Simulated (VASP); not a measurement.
Write the native input for VASP 6.6.1 that does the following.

| Property | Result |
| --- | --- |
| Task | single point |
| Functional | PBEsol |
| Potentials or basis | VASP PAW PBE potentials, release 64 (Hf_pv) |
| Cutoff | 500 eV |
| k mesh | 18 × 18 × 18 |
| Occupations | gaussian, width 0.1 eV |
| Spin | no spin polarisation |
| Dipole correction | no |
| Further INCAR settings | ALGO = Normal; EDIFF = 1e-06; NBANDS = 11 |

The structure of Hf lies in POSCAR:

```
Hf
1.0
   -1.6926990549      1.6926990549      1.6926990549
    1.6926990549     -1.6926990549      1.6926990549
    1.6926990549      1.6926990549     -1.6926990549
Hf
1
Direct
    0.0000000000      0.0000000000      0.0000000000
```

This isn't the form of Hf at room conditions, which is hcp.

These files were run (other wordings do the same):

INCAR

```
SYSTEM = Hf
ALGO = Normal
EDIFF = 1E-6
ENCUT = 500
GGA = PS
GGA_COMPAT = .False.
ISIF = 2
ISMEAR = 0
LASPH = .True.
LCHARG = .True.
LELF = .True.
LREAL = .False.
LVHAR = .True.
LWAVE = .False.
NBANDS = 11
NELM = 120
PREC = Accurate
SIGMA = 0.1
```

KPOINTS

```
k-points
0
Gamma
  18 18 18
  0 0 0
```

Potentials or basis: VASP PAW PBE potentials, release 64 (Hf_pv).

Command:

```bash
$ cat potpaw_PBE.64/Hf_pv/POTCAR > POTCAR
$ mpirun -np 1 vasp_std > vasp.out
```

Results of the run:

```yaml
Pressure: 11.1 GPa
Band_gap_on_the_k_mesh: zero (bands 5 and 6 overlap by 2.41 eV)
```

Caveat: the cell stands under pressure; the PAW data sets were made with another functional, which shifts forces and pressure a little; spin-orbit coupling is left out, which moves the levels of the heavy elements.

It took 27 s on 1 thread of Intel(R) Xeon(R) Platinum 8259CL CPU @ 2.50GHz (Skylake/Cascade Lake), with other jobs on the host, peak memory 0.17 GiB.
